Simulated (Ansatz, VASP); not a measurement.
# AlH5: VASP beside Ansatz

```
Al H
1.0
     3.19002    0.00000    0.00000
    -1.59501    2.76264    0.00000
     0.00000    0.00000    3.71744
Al H
1 5
Direct
  0.00000 0.00000 0.00000
  0.50000 0.00000 0.50000
  0.50000 0.50000 0.50000
  0.00000 0.50000 0.50000
  0.33333 0.66667 0.00000
  0.66667 0.33333 0.00000
```

Change from the starting cell: species swapped into the YFe5 type (P6/mmm, No. 191).

Alike in both runs: functional PBE; k mesh 6 × 6 × 6; occupations gaussian, width 0.1 eV; no spin polarisation.

Ansatz relaxed the structure, and its values are those at the end. VASP's run is a single point on that final structure, the one shown.

```csv
,VASP,Ansatz
version,VASP 6.6.1,Ansatz 0.2.0
potentials or method,"VASP PAW PBE potentials, release 64 (Al, H), cutoff 520 eV","scalar-relativistic, plane waves, PAW"
valence electrons in the cell,8,8
```

```tsv
	VASP	Ansatz	Ansatz less VASP
gap on the k mesh at the Fermi level (eV)	none	none	-
pressure (GPa)	-0.3	-0.1	+0.28
```

A gap of «none» marks a metal or a gap that the smearing closes.

The k mesh is coarse, so the values compare programs but aren't converged.
